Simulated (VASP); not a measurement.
# ZnCdH4 (P4/mmm) in VASP: notebook

ZnCdH4 is run at these levels: PBE; tasks: single point, relaxation of cell and atoms.

All numbers are computed with VASP 6.6.1; they aren't measurements. Logs are shortened: lines on timing, memory, paths and dates and some standing lists are left out, and cuts for length are marked.

## (1) The cell of the first run

Symmetry: P4/mmm, No. 123, tetragonal system. The conventional cell has a = 3.267 Å, b = 3.267 Å, c = 6.109 Å, α = 90.00°, β = 90.00°, γ = 90.00°. Zn (site symmetry 4/mmm) has 6 H at 1.63 to 1.79 Å within 2.2 Å. Within 3.5 Å of Cd (site symmetry 4/mmm) lie 16 H at 2.63 to 3.46 Å and 4 Cd at 3.27 Å. Within 2.7 Å of H (site symmetry 4mm) lie 1 Zn at 1.79 Å and 5 H at 2.43 to 2.52 Å and 4 Cd at 2.63 Å. Within 2.2 Å of H (site symmetry mmm) lie 2 Zn at 1.63 Å.

## (2) Single point, PBE

INCAR reads:

```
PREC = Accurate
ENCUT = 520
EDIFF = 1E-7
ISMEAR = 0
SIGMA = 0.1
LREAL = F
LASPH = T
NELM = 100
ALGO = Normal
ISIF = 2
LWAVE = F
LCHARG = T
GGA = PE
LELF = T
LVHAR = T
NBANDS = 23
```

KPOINTS reads:

```
Automatic mesh
0
Gamma
  12 12 6
```

POSCAR reads:

```
ZnCdH4
1.0
    3.2672586760      0.0000000000      0.0000000000
    0.0000000000      3.2672586760      0.0000000000
    0.0000000000      0.0000000000      6.1091678959
Zn Cd H
1 1 4
Direct
    0.0000000000      0.0000000000      0.0000000000
    0.5000000000      0.5000000000      0.5000000000
    0.0000000000      0.0000000000      0.7063657257
    0.5000000000      0.0000000000      0.0000000000
    0.0000000000      0.5000000000      0.0000000000
    0.0000000000      0.0000000000      0.2936342743
```

Potentials or basis: VASP PAW PBE potentials, release 64 (Zn, Cd, H).

Started as:

```bash
cat potpaw_PBE.64/Zn/POTCAR potpaw_PBE.64/Cd/POTCAR potpaw_PBE.64/H/POTCAR > POTCAR
mpirun -np 1 vasp_std > vasp.out
```

OUTCAR:

```text
PREC = Accurate
   ENCUT = 520
   EDIFF = 1E-7
   ISMEAR = 0
   LREAL = F
   LASPH = T
   NELM = 100
   ISIF = 2
   GGA = PE

 ion  position               nearest neighbor table
   1  0.000  0.000  0.000-   4 1.63   5 1.63   5 1.63   4 1.63   3 1.79   6 1.79
   2  0.500  0.500  0.500-
   3  0.000  0.000  0.706-   1 1.79
   4  0.500  0.000  0.000-   1 1.63   1 1.63
   5  0.000  0.500  0.000-   1 1.63   1 1.63
   6  0.000  0.000  0.294-   1 1.79

  LATTYP: Found a simple tetragonal cell.
 ALAT       =     3.2672586760
 C/A-ratio  =     1.8698145760

  Lattice vectors:

 A1 = (   3.2672586760,   0.0000000000,   0.0000000000)
 A2 = (   0.0000000000,   3.2672586760,   0.0000000000)
 A3 = (   0.0000000000,   0.0000000000,   6.1091678959)

Analysis of symmetry for initial positions (statically):
=====================================================================
 Subroutine PRICEL returns:
 Original cell was already a primitive cell.

 Routine SETGRP: Setting up the symmetry group for a
 simple tetragonal supercell.

 Subroutine GETGRP returns: Found 16 space group operations
 (whereof 16 operations were pure point group operations)
 out of a pool of 16 trial point group operations.

The static configuration has the point symmetry D_4h.

Analysis of symmetry for dynamics (positions and initial velocities):
=====================================================================
 Subroutine PRICEL returns:
 Original cell was already a primitive cell.

 Routine SETGRP: Setting up the symmetry group for a
 simple tetragonal supercell.

 Subroutine GETGRP returns: Found 16 space group operations
 (whereof 16 operations were pure point group operations)
 out of a pool of 16 trial point group operations.

The dynamic configuration has the point symmetry D_4h.

 Subroutine INISYM returns: Found 16 space group operations
 (whereof 16 operations are pure point group operations),
 and found     1 'primitive' translations

----------------------------------------------------------------------------------------

                                     Primitive cell

  volume of cell :      65.2152

  direct lattice vectors                    reciprocal lattice vectors
     3.267258676  0.000000000  0.000000000     0.306066981  0.000000000  0.000000000
     0.000000000  3.267258676  0.000000000     0.000000000  0.306066981  0.000000000
     0.000000000  0.000000000  6.109167896     0.000000000  0.000000000  0.163688413

  length of vectors
     3.267258676  3.267258676  6.109167896     0.306066981  0.306066981  0.163688413

  position of ions in fractional coordinates (direct lattice)
     0.000000000  0.000000000  0.000000000
     0.500000000  0.500000000  0.500000000
     0.000000000  0.000000000  0.706365726
     0.500000000  0.000000000  0.000000000
     0.000000000  0.500000000  0.000000000
     0.000000000  0.000000000  0.293634274

  ion indices of the primitive-cell ions
   primitive index   ion index
                 1           1
                 2           2
                 3           3
                 4           4
                 5           5
                 6           6

----------------------------------------------------------------------------------------

 KPOINTS: Automatic mesh

Automatic generation of k-mesh.
 Grid dimensions read from file:
 generate k-points for:   12   12    6

 Generating k-lattice:

  Cartesian coordinates                     Fractional coordinates (reciprocal lattice)
     0.025505582  0.000000000  0.000000000     0.083333333  0.000000000  0.000000000
     0.000000000  0.025505582  0.000000000     0.000000000  0.083333333  0.000000000
     0.000000000  0.000000000  0.027281402     0.000000000  0.000000000  0.166666667

  Length of vectors
     0.025505582  0.025505582  0.027281402

  Shift w.r.t. Gamma in fractional coordinates (k-lattice)
     0.000000000  0.000000000  0.000000000

 Subroutine IBZKPT returns following result:
 ===========================================

 Found    112 irreducible k-points:

 Following reciprocal coordinates:
            Coordinates               Weight
  0.000000  0.000000  0.000000      1.000000
  0.083333  0.000000  0.000000      4.000000
  0.166667  0.000000  0.000000      4.000000
  0.250000  0.000000  0.000000      4.000000
  0.333333  0.000000  0.000000      4.000000
  0.416667  0.000000  0.000000      4.000000
[... 16 lines left out ...]
  0.333333  0.333333  0.000000      4.000000
  0.416667  0.333333  0.000000      8.000000
 [... further k-points ...]
   k-points           NKPTS =    112   k-points in BZ     NKDIM =    112   number of bands    NBANDS=     23
   number of dos      NEDOS =    301   number of ions     NIONS =      6
   total plane-waves  NPLWV =  27648
   dimension x,y,z NGX =    24 NGY =   24 NGZ =   48
   dimension x,y,z NGXF=    48 NGYF=   48 NGZF=   96
   ions per type =               1   1   4
   NGX,Y,Z   is equivalent  to a cutoff of  12.21, 12.21, 13.06 a.u.
   NGXF,Y,Z  is equivalent  to a cutoff of  24.42, 24.42, 26.12 a.u.
 SYSTEM =  unknown system
   PREC   = accura    normal or accurate (medium, high low for compatibility)
   ISTART =      0    job   : 0-new  1-cont  2-samecut
   ICHARG =      2    charge: 1-file 2-atom 10-const
   ISPIN  =      1    spin polarized calculation?
   LNONCOLLINEAR =      F non collinear calculations
   LSORBIT =      F    spin-orbit coupling
   LASPH  =      T    aspherical Exc in radial PAW
   ENCUT  =  520.0 eV  38.22 Ry    6.18 a.u.   6.07  6.07 11.36*2*pi/ulx,y,z
   NELM   =    100;   NELMIN=  2; NELMDL= -5     # of ELM steps
   EDIFF  = 0.1E-06   stopping-criterion for ELM
   LREAL  =      F    real-space projection
   EDIFFG = 0.1E-05   stopping-criterion for IOM
   NSW    =      0    number of steps for IOM
   IBRION =     -1    ionic relax: 0-MD 1-quasi-New 2-CG
   NFREE  =      0    steps in history (QN), initial steepest desc. (CG)
   ISIF   =      2    stress and relaxation
   ISYM   =      2    0-nonsym 1-usesym 2-fastsym
   POTIM  = 0.5000    time-step for ionic-motion
   TEBEG  =    0.0;   TEEND  =   0.0 temperature during run
   PSTRESS=    0.0 pullay stress
   NELECT =      28.0000    total number of electrons
   NUPDOWN=      -1.0000    fix difference up-down
   EMIN   =  10.00;   EMAX   =-10.00  energy-range for DOS
   EFERMI =   0.00;   METHOD = LEGACY
   ISMEAR =     0;   SIGMA  =   0.10  broadening in eV -4-tet -1-fermi 0-gaus
   EFERMI_NEDOS =   21; number of points for ismear=-14 and -15
   IALGO  =     38    algorithm
   IMIX   =      4    mixing-type and parameters
     AMIX     =   0.40;   BMIX     =  1.00
     AMIX_MAG =   1.60;   BMIX_MAG =  1.00
  volume/ion in A,a.u.               =      10.87        73.35
  Fermi-wavevector in a.u.,A,eV,Ry     =   1.235031  2.333870 20.752983  1.525301
  Thomas-Fermi vector in A             =   2.369697
   LORBIT       =      0    0 simple, 1 ext, 2 COOP (PROOUT), +10 PAW based schemes
   GGA     = PE    functional components
   LHFCALC =     F    Hartree Fock is set to
   AEXX    =    0.0000 exact exchange contribution
   IVDW    =     0    specifies the selected vdW correction
   LEPSILON=     F    determine dielectric tensor
   LRPA    =     F    only Hartree local field effects (RPA)
 non-spin polarized calculation
 Gauss-broadening in eV      SIGMA  =   0.10
  energy-cutoff  :      520.00
  volume of cell :       65.22
 maximum number of plane-waves:      1784
   NGX = 13   NGY = 13   NGZ = 23

 number of electron      27.9999976 magnetization

 Free energy of the ion-electron system (eV)
  ---------------------------------------------------
  ext. energy  EPLUGINS =         0.00000000
  ---------------------------------------------------
  free energy    TOTEN  =       -12.24337590 eV

  energy without entropy =      -12.23636755  energy(sigma->0) =      -12.23987172

 E-fermi :   0.3479     XC(G=0):  -9.5378

 val. band max:        0.3376829121   @ k =   0.5000   0.3333   0.3333
 cond. band min:       0.3536162597   @ k =   0.4167   0.2500   0.0000
 fundamental gap:      0.0159333476
 Fermi energy:         0.3479188934

 k-point     1 :       0.0000    0.0000    0.0000
  band No.  band energies     occupation
      1      -9.0541      2.00000
      2      -8.3101      2.00000
      3      -8.1737      2.00000
      4      -8.0282      2.00000
      5      -7.6952      2.00000
      6      -7.6952      2.00000
[... 15 lines left out ...]
     22      11.0642      0.00000
     23      12.9801      0.00000

 k-point     2 :       0.0833    0.0000    0.0000
  band No.  band energies     occupation
      1      -8.9648      2.00000
      2      -8.2873      2.00000
      3      -8.1428      2.00000
      4      -8.0017      2.00000
      5      -7.7270      2.00000
      6      -7.6930      2.00000
[... 15 lines left out ...]
     22      11.3236      0.00000
     23      12.5414      0.00000

 k-point     3 :       0.1667    0.0000    0.0000
  band No.  band energies     occupation
      1      -8.7203      2.00000
      2      -8.2430      2.00000
      3      -8.0444      2.00000
      4      -7.9024      2.00000
      5      -7.8102      2.00000
      6      -7.6870      2.00000
[... 15 lines left out ...]
     22      11.5803      0.00000
     23      12.0613      0.00000

 k-point     4 :       0.2500    0.0000    0.0000
  band No.  band energies     occupation
      1      -8.4266      2.00000
      2      -8.2000      2.00000
      3      -7.9159      2.00000
      4      -7.9084      2.00000
      5      -7.6875      2.00000
      6      -7.6787      2.00000
[... 15 lines left out ...]
     22      11.8143      0.00000
     23      12.1625      0.00000

 k-point     5 :       0.3333    0.0000    0.0000
  band No.  band energies     occupation
      1      -8.2432      2.00000
      2      -8.1626      2.00000
      3      -8.0139      2.00000
      4      -7.7759      2.00000
      5      -7.7424      2.00000
      6      -7.6704      2.00000
[... 15 lines left out ...]
     22      11.9655      0.00000
     23      12.6461      0.00000

 k-point     6 :       0.4167    0.0000    0.0000
  band No.  band energies     occupation
      1      -8.1648      2.00000
      2      -8.1380      2.00000
      3      -8.0815      2.00000
      4      -7.7820      2.00000
      5      -7.6805      2.00000
      6      -7.6644      2.00000
[... 15 lines left out ...]
     22      12.2098      0.00000
     23      13.3797      0.00000

 k-point     7 :       0.5000    0.0000    0.0000
  band No.  band energies     occupation
      1      -8.1370      2.00000
      2      -8.1354      2.00000
      3      -8.1055      2.00000
      4      -7.7964      2.00000
      5      -7.6621      2.00000
      6      -7.6461      2.00000
[... 353 lines left out ...]
     22      10.8868      0.00000
     23      12.0724      0.00000

 k-point    21 :       0.4167    0.2500    0.0000
  band No.  band energies     occupation
      1      -8.1257      2.00000
      2      -8.0102      2.00000
      3      -7.8396      2.00000
      4      -7.8176      2.00000
      5      -7.6229      2.00000
      6      -7.5011      2.00000
[... 15 lines left out ...]
     22      11.3676      0.00000
     23      12.1478      0.00000

 k-point    22 :       0.5000    0.2500    0.0000
  band No.  band energies     occupation
      1      -8.1458      2.00000
      2      -8.0297      2.00000
      3      -7.8342      2.00000
      4      -7.8128      2.00000
      5      -7.5824      2.00000
      6      -7.4945      2.00000
[... 15 lines left out ...]
     22      11.5214      0.00000
     23      12.2283      0.00000

 k-point    23 :       0.3333    0.3333    0.0000
  band No.  band energies     occupation
      1      -8.1769      2.00000
      2      -7.9447      2.00000
      3      -7.8877      2.00000
      4      -7.7599      2.00000
      5      -7.6484      2.00000
      6      -7.2499      2.00000
[... 15 lines left out ...]
     22      10.9219      0.00000
     23      12.3267      0.00000

 k-point    24 :       0.4167    0.3333    0.0000
  band No.  band energies     occupation
      1      -8.2494      2.00000
      2      -7.9747      2.00000
      3      -7.8894      2.00000
      4      -7.7357      2.00000
      5      -7.5430      2.00000
      6      -7.1653      2.00000
[... 15 lines left out ...]
     22      10.3729      0.00000
     23      12.6558      0.00000

 [... further k-points ...]
[... 5 lines left out ...]
  --------------------------------------------------------------------------------------
  -------------------------------------------------------------------------------------
  Total        0.0898687      0.0898687      0.0588769      0.0000000     -0.0000000      0.0000000
  in kB        2.2078511      2.2078511      1.4464601      0.0000000     -0.0000000      0.0000000
  external PRESSURE =       1.9540541 kB  Pullay stress =       0.0000000 kB

 VOLUME and BASIS-vectors are now :
 -----------------------------------------------------------------------------
  energy-cutoff  :      520.00
  volume of cell :       65.22
      direct lattice vectors                 reciprocal lattice vectors
     3.267258676  0.000000000  0.000000000     0.306066981  0.000000000  0.000000000
     0.000000000  3.267258676  0.000000000     0.000000000  0.306066981  0.000000000
     0.000000000  0.000000000  6.109167896     0.000000000  0.000000000  0.163688413

 POSITION                                       TOTAL-FORCE (eV/Angst)
 -----------------------------------------------------------------------------------
      0.00000      0.00000      0.00000        -0.000000      0.000000     -0.000000
      1.63363      1.63363      3.05458        -0.000000      0.000000     -0.000000
      0.00000      0.00000      4.31531        -0.000000     -0.000000     -0.019455
      1.63363      0.00000      0.00000        -0.000000      0.000000     -0.000000
      0.00000      1.63363      0.00000        -0.000000      0.000000     -0.000000
      0.00000      0.00000      1.79386         0.000000     -0.000000      0.019455
 -----------------------------------------------------------------------------------
    total drift:                                0.000000      0.000000     -0.000000

  FREE ENERGIE OF THE ION-ELECTRON SYSTEM (eV)
  ---------------------------------------------------
  free  energy   TOTEN  =       -12.2433758960 eV

  energy  without entropy=      -12.2363675501  energy(sigma->0) =      -12.23987172
```

It took 92 s on 1 thread of Intel Xeon Platinum 8488C (Sapphire Rapids), shared host; peak memory 0.29 GiB.

Results:

```yaml
Free_energy: -12.2434 eV
Pressure: 0.2 GPa
Largest_force: 0.019 eV/Å
Band_gap_on_the_k_mesh: zero (bands 14 and 15 overlap by 3.45 eV)
```

Forces on the atoms (eV/Å):
```
Zn   0.000  0.000  0.000
Cd   0.000  0.000  0.000
H    0.000  0.000 -0.019
H    0.000  0.000  0.000
H    0.000  0.000  0.000
H    0.000  0.000  0.019
```

Stress tensor (GPa, compression positive):
```
0.22 0.00 0.00
0.00 0.22 0.00
0.00 0.00 0.14
```

Levels at points of the mesh, in eV from the Fermi level:
| k point | band 10 | band 11 | band 12 | band 13 | band 14 | band 15 | band 16 | band 17 | band 18 | band 19 |
| --- | --- | --- | --- | --- | --- | --- | --- | --- | --- | --- |
| (0.00, 0.00, 0.00) | -6.97 | -6.97 | -4.38 | -4.25 | 2.48 | 3.64 | 6.64 | 6.64 | 7.16 | 8.36 |
| (0.50, 0.00, 0.00) | -6.96 | -5.86 | -4.93 | -2.32 | -1.68 | -0.98 | 2.84 | 5.70 | 9.13 | 10.34 |
| (0.50, 0.50, 0.00) | -7.08 | -3.94 | -3.94 | -2.99 | -1.79 | 1.81 | 2.37 | 2.37 | 3.37 | 6.21 |
| (0.00, 0.00, 0.50) | -6.97 | -6.97 | -6.81 | -0.58 | 1.41 | 2.48 | 6.59 | 6.97 | 7.19 | 7.19 |
| (0.50, 0.00, 0.50) | -6.96 | -5.36 | -4.86 | -4.52 | -1.57 | 1.17 | 4.17 | 4.42 | 8.91 | 9.18 |
| (0.50, 0.50, 0.50) | -7.10 | -3.85 | -3.85 | -2.81 | -2.26 | 1.92 | 1.92 | 2.08 | 4.24 | 4.88 |

## (3) Relaxation of cell and atoms, PBE

INCAR reads:

```
SYSTEM = ZnCdH4
PREC = Accurate ; ENCUT = 600
EDIFF = 1E-7 ; ISMEAR = 0
SIGMA = 0.1 ; LREAL = .False.
LASPH = .True. ; NELM = 100
ALGO = Normal ; ISIF = 3
LWAVE = .False. ; LCHARG = .False.
GGA = PE ; IBRION = 2
NSW = 100 ; EDIFFG = -0.01
```

KPOINTS reads:

```
regular mesh
0
Gamma
  12 12 6
  0 0 0
```

POSCAR reads:

```
ZnCdH4
1.0
    3.2618552189      0.0000000000      0.0000000000
    0.0000000000      3.2618552189      0.0000000000
    0.0000000000      0.0000000000      6.1405006633
Zn Cd H
1 1 4
Direct
    0.0000000000      0.0000000000      0.0000000000
    0.5000000000      0.5000000000      0.5000000000
    0.0000000000      0.0000000000      0.7064507679
    0.5000000000      0.0000000000      0.0000000000
    0.0000000000      0.5000000000      0.0000000000
    0.0000000000      0.0000000000      0.2935492321
```

Potentials or basis: VASP PAW PBE potentials, release 64 (Zn, Cd, H).

Started as:

```bash
cat potpaw_PBE.64/Zn/POTCAR potpaw_PBE.64/Cd/POTCAR potpaw_PBE.64/H/POTCAR > POTCAR
mpirun -np 1 vasp_std > vasp.out
```

Run time: 6.5 min. Hardware: 1 thread of Intel Xeon Platinum 8488C (Sapphire Rapids), shared host; peak memory 0.34 GiB.

The run converged. Its results:

```
Free energy                           : -12.2446 eV
Relaxed volume                        : 10.93 Å³/atom
Relaxed cell                          : a = 3.272 Å, b = 3.272 Å, c = 6.125 Å, α = 90.00°, β = 90.00°, γ = 90.00°
Space group after relaxing (to 0.1 Å) : P4/mmm (No. 123)
Energy gained by relaxing             : 0.1 meV/atom
Ionic steps                           : 5
Pressure after relaxing               : -0.1 GPa
Band gap on the k mesh                : zero (bands 14 and 15 overlap by 3.45 eV)
```

Forces in eV/Å, atoms in the order of the input:
```
Zn   0.000  0.000  0.000
Cd   0.000  0.000  0.000
H    0.000  0.000 -0.003
H    0.000  0.000  0.000
H    0.000  0.000  0.000
H    0.000  0.000  0.003
```

Stress tensor (GPa, compression positive):
```
-0.04  0.00  0.00
 0.00 -0.04  0.00
 0.00  0.00 -0.13
```

Step by step:
```tsv
step	energy change (eV)	largest force (eV/Å)	pressure (GPa)	volume (Å³)
1	0.0000	0.0151	0.20	65.33
2	-0.0004	0.0094	0.08	65.46
3	-0.0006	0.0014	-0.10	65.64
4	-0.0006	0.0009	-0.10	65.65
5	-0.0007	0.0026	-0.07	65.59
```

Final structure:
```
Zn Cd H
1.0
     3.27230    0.00000    0.00000
     0.00000    3.27230    0.00000
     0.00000    0.00000    6.12539
Zn Cd H
1 1 4
Cartesian
  0.0000 3.2723 0.0000
  1.6362 1.6362 3.0627
  3.2723 0.0000 4.3253
  1.6362 3.2723 0.0000
  0.0000 1.6362 0.0000
  3.2723 0.0000 1.8001
```

Levels at points of the mesh, in eV from the Fermi level:
```csv
k point,band 10,band 11,band 12,band 13,band 14,band 15,band 16,band 17,band 18
"(0.00, 0.00, 0.00)",-6.95,-6.95,-4.38,-4.22,2.47,3.62,6.64,6.64,7.15
"(0.50, 0.00, 0.00)",-6.94,-5.84,-4.90,-2.30,-1.68,-0.98,2.85,5.69,9.11
"(0.50, 0.50, 0.00)",-7.06,-3.91,-3.91,-2.98,-1.76,1.80,2.37,2.37,3.34
"(0.00, 0.00, 0.50)",-6.95,-6.95,-6.77,-0.59,1.40,2.47,6.57,6.96,7.19
"(0.50, 0.00, 0.50)",-6.94,-5.34,-4.83,-4.49,-1.57,1.15,4.16,4.41,8.88
"(0.50, 0.50, 0.50)",-7.08,-3.83,-3.83,-2.79,-2.25,1.93,1.93,2.06,4.25
```
